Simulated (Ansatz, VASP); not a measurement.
**One calculation of CuO, two programs**

File INCAR:

```
SYSTEM = CuO
ALGO     = Normal         ! electronic algorithm
EDIFF    = 1E-7           ! SCF threshold, eV
ENCUT    = 520            ! plane-wave cutoff, eV
GGA      = PE             ! functional
ISIF     = 2              ! what is computed and relaxed
ISMEAR   = -1             ! smearing method
LASPH    = .True.         ! aspherical terms in the spheres
LCHARG   = .False.        ! write CHGCAR
LDAU     = .True.         ! DFT+U
LDAUJ    = 0 0          
LDAUL    = 2 -1           ! shell
LDAUPRINT= 1            
LDAUTYPE = 2            
LDAUU    = 8 0            ! U, eV
LMAXMIX  = 4              ! l up to which the mixer works
LREAL    = .False.        ! projectors in reciprocal space
LWAVE    = .False.        ! write WAVECAR
NBANDS   = 25             ! bands
NELM     = 150            ! most SCF steps
PREC     = Accurate       ! precision mode
SIGMA    = 0.05           ! smearing width, eV
```

Contents of KPOINTS:

```
k-points
0
Gamma
  9 9 5
  0 0 0
```

The input POSCAR:

```
CuO
1.0
    3.2880244300      0.0000000000      0.0000000000
   -1.6440122100      2.8475126800      0.0000000000
    0.0000000000      0.0000000000      5.3850248600
Cu O
2 2
Direct
    0.6666666667      0.3333333333      0.0000000000
    0.3333333333      0.6666666667      0.5000000000
    0.6666666667      0.3333333333      0.6252000000
    0.3333333333      0.6666666667      0.1252000000
```

Contents of input.yaml:

```yaml
crystal:
  lattice:
    - [3.28802443, 0.0, 0.0]
    - [-1.64401221, 2.84751268, 0.0]
    - [0.0, 0.0, 5.38502486]
  atoms:
    - { symbol: Cu, position: [0.6666666667, 0.3333333333, 0.0] }
    - { symbol: Cu, position: [0.3333333333, 0.6666666667, 0.5] }
    - { symbol: O, position: [0.6666666667, 0.3333333333, 0.6252] }
    - { symbol: O, position: [0.3333333333, 0.6666666667, 0.1252] }
hamiltonian:
  xc: pbe
  pseudopotentials: { kind: paw }
  hubbard: { sites: [{ species: Cu, l: d, u_eff: 8.0 }] }
kpoints:
  mp_grid: { grid: [9, 9, 5] }
  band_path:
    path:
      - [[0.0, 0.0, 0.0], [0.5, 0.0, 0.0], [0.3333333333, 0.3333333333, 0.0], [0.0, 0.0, 0.0], [0.0, 0.0, 0.5], [0.5, 0.0, 0.5], [0.3333333333, 0.3333333333, 0.5], [0.0, 0.0, 0.5]]
      - [[0.5, 0.0, 0.5], [0.5, 0.0, 0.0]]
      - [[0.3333333333, 0.3333333333, 0.0], [0.3333333333, 0.3333333333, 0.5]]
    npoints: 14
scf:
  occupations: { method: fermi_dirac, width: 0.05 }
  n_extra_bands: 10
output:
  forces: true
  stress: true
  eigenvalues: true
  fatbands: false
```

Alike in both runs: functional PBE; k mesh 9 × 9 × 5; occupations fermi-dirac, width 0.05 eV; no spin polarisation; Hubbard terms Cu d U = 8.0 eV.

```csv
,VASP,Ansatz
version,VASP 6.6.1,Ansatz 0.2.0
potentials or method,"VASP PAW PBE potentials, release 64 (Cu, O)",Ansatz PAW
plane-wave cutoff (eV),520,420
valence electrons in the cell,34,50
task,single point,band structure
```

|  | VASP | Ansatz | Ansatz less VASP |
| --- | --- | --- | --- |
| gap on the k mesh at the Fermi level (eV) | none | none | - |
| pressure (GPa) | -10.7 | -4.0 | +6.69 |
| traceless stress, the component that is largest in VASP (GPa) | 1.26 | 1.32 | +0.063 |
| rms of the force components (eV/Å) | 0.007 | 0.040 | +0.0331 |

The programs project onto different local orbitals, so the same U acts differently, and such runs can settle in different states. Atom by atom the forces differ by 0.033 eV/Å (rms over components). A gap of «none» marks a metal or a gap that the smearing closes. VASP's potentials hold 34 valence electrons a cell and Ansatz's 50, so a difference there can come from the potentials and not from the codes.
